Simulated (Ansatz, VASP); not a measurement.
# Two plane-wave programs on SnO

Contents of INCAR:

```
PREC = Accurate ; ENCUT = 600
EDIFF = 1E-6 ; ISMEAR = 0
SIGMA = 0.15 ; LREAL = False
LASPH = True ; NELM = 120
ALGO = Normal ; ISIF = 2
LWAVE = False ; LCHARG = False
GGA = PS ; IVDW = 12
NBANDS = 28 ; GGA_COMPAT = False
```

KPOINTS

```
regular mesh
0
Gamma
  12 12 10
```

The input POSCAR:

```
SnO
1.0
    3.7703910616      0.0000000000      0.0000000000
    0.0000000000      3.7703910616      0.0000000000
    0.0000000000      0.0000000000      4.5633702865
Sn O
2 2
Direct
    0.0000000000      0.5000000000      0.2532585894
    0.5000000000      0.0000000000      0.7467414106
   -0.0105586161     -0.0105586161      0.0000000000
    0.5000000000      0.5000000000      0.0000000000
```

Input for Ansatz:

```yaml
crystal:
  lattice:
    - [3.7703910616, 0.0, 0.0]
    - [0.0, 3.7703910616, 0.0]
    - [0.0, 0.0, 4.5633702865]
  atoms:
    - { symbol: Sn, position: [0.0, 0.5, 0.2532585894] }
    - { symbol: Sn, position: [0.5, 0.0, 0.7467414106] }
    - { symbol: O, position: [-0.0105586161, -0.0105586161, 0.0] }
    - { symbol: O, position: [0.5, 0.5, 0.0] }
basis:
  ecutwfc: 420
kpoints:
  mp_grid: { grid: [12, 12, 10] }
hamiltonian:
  xc: pbesol
  dispersion: d3bj
scf:
  occupations: { method: gaussian, width: 0.15 }
output:
  forces: true
  stress: true
  eigenvalues: true
```

Alike in both runs: task single point; functional PBEsol; dispersion D3(BJ); k mesh 12 × 12 × 10; occupations gaussian, width 0.15 eV; no spin polarisation.

|  | VASP | Ansatz |
| --- | --- | --- |
| version | VASP 6.6.1 | Ansatz 0.2.0 |
| potentials or method | VASP PAW PBE potentials, release 64 (Sn_d, O), cutoff 600 eV | scalar-relativistic, plane waves, PAW |
| valence electrons in the cell | 40 | 40 |

VASP gave:

```
gap on the k mesh at the Fermi level (eV)                     : none
pressure (GPa)                                                : 0.3
traceless stress, the component that is largest in VASP (GPa) : -0.41
rms of the force components (eV/Å)                            : 0.177
```

Question: Which values does Ansatz return?

Answer: gap on the k mesh at the Fermi level (eV): none; pressure (GPa): 0.1; traceless stress, the component that is largest in VASP (GPa): -0.39; rms of the force components (eV/Å): 0.170.

VASP's potentials were made for PBE, not for PBEsol. Atom by atom the forces differ by 0.034 eV/Å (rms over components). A gap of «none» marks a metal or a gap that the smearing closes.
